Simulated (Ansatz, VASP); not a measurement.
## B in VASP and in Ansatz

```
B
1.0
     1.71186   -2.61103    0.00572
     1.71186    2.61103    0.00572
    -0.70165    0.00000    3.24416
B
4
Direct
  0.22445 0.77555 0.50000
  0.77555 0.22445 0.50000
  0.36413 0.36413 0.74805
  0.63587 0.63587 0.25195
```

Change from the starting cell: the structure that the rattled trigonal selenium type (P3_121, No. 152) fell into.

Alike in both runs: functional PBEsol; k mesh 16 × 16 × 14; occupations gaussian, width 0.1 eV; no spin polarisation.

Ansatz relaxed the structure, and its values are those at the end. VASP's run is a single point on that final structure, the one shown.

|  | VASP | Ansatz |
| --- | --- | --- |
| version | VASP 6.6.1 | Ansatz 0.2.0 |
| potentials or method | VASP PAW PBE potentials, release 64 (B), cutoff 520 eV | scalar-relativistic, plane waves, PAW |
| valence electrons in the cell | 12 | 12 |

|  | VASP | Ansatz | Ansatz less VASP |
| --- | --- | --- | --- |
| gap on the k mesh at the Fermi level (eV) | none | none | - |
| pressure (GPa) | 0.3 | 0.0 | -0.31 |
| rms of the force components (eV/Å) | 0.006 | 0.000 | -0.0054 |

VASP's potentials were made for PBE, not for PBEsol. A gap of «none» marks a metal or a gap that the smearing closes.
